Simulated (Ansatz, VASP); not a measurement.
## Two plane-wave programs on Al

INCAR

```
PREC     = Accurate       # precision mode
ENCUT    = 520            # plane-wave cutoff, eV
EDIFF    = 1E-6           # SCF threshold, eV
ISMEAR   = 0              # smearing method
SIGMA    = 0.1            # smearing width, eV
LREAL    = F              # projectors in reciprocal space
LASPH    = T              # aspherical terms in the spheres
NELM     = 60             # most SCF steps
ALGO     = Fast           # electronic algorithm
ISIF     = 2              # what is computed and relaxed
LWAVE    = F              # write WAVECAR
LCHARG   = T              # write CHGCAR
GGA      = PE             # functional
LELF     = T              # ELF
LVHAR    = T            
NBANDS   = 8              # bands
```

File KPOINTS:

```
Automatic mesh
0
Gamma
  26 26 26
```

The input POSCAR:

```
Al
1.0
   -1.4284437878      1.4286684067      2.0206865263
    1.4284437878     -1.4286684067      2.0206865263
    1.4284437878      1.4286684067     -2.0206865263
Al
1
Direct
    0.0000000000      0.5000000000      0.5000000000
```

Input for Ansatz:

```yaml
crystal:
  lattice:
    - [-1.4284437878, 1.4286684067, 2.0206865263]
    - [1.4284437878, -1.4286684067, 2.0206865263]
    - [1.4284437878, 1.4286684067, -2.0206865263]
  atoms:
    - { symbol: Al, position: [0.0, 0.5, 0.5] }
basis:
  ecutwfc: 420
kpoints:
  mp_grid: { grid: [26, 26, 26] }
  band_path:
    path:
      - [[0.0, 0.0, 0.0], [0.0, 0.0, 0.49996674], [2.494e-05, 0.25000831, 0.37493046]]
      - [[-0.37497506, 0.37497506, 0.3749161], [0.0, 0.0, 0.0], [4.988e-05, 0.50001663, -8.919e-05], [-0.24998337, 0.24998337, 0.49992743], [0.0, 0.0, 0.49996674]]
    npoints: 14
hamiltonian:
  xc: pbe
scf:
  occupations: { method: gaussian, width: 0.1 }
  n_extra_bands: 6
output:
  forces: true
  stress: true
  eigenvalues: true
  populations: true
  dos: { projected: true, de: 0.02, nscf_kmesh: { grid: [32, 32, 32] } }
  bader: true
  write_density: true
  write_potential: true
  elf: true
  volumetric_format: npy
```

Alike in both runs: task single point; functional PBE; k mesh 26 × 26 × 26; occupations gaussian, width 0.1 eV; no spin polarisation.

```csv
,VASP,Ansatz
version,VASP 6.6.1,Ansatz 0.2.0
potentials or method,"VASP PAW PBE potentials, release 64 (Al), cutoff 520 eV","scalar-relativistic, plane waves, PAW"
valence electrons in the cell,3,3
```

|  | VASP | Ansatz | Ansatz less VASP |
| --- | --- | --- | --- |
| gap on the k mesh at the Fermi level (eV) | none | none | - |
| pressure (GPa) | 0.0 | 0.0 | +0.04 |

A gap of «none» marks a metal or a gap that the smearing closes.
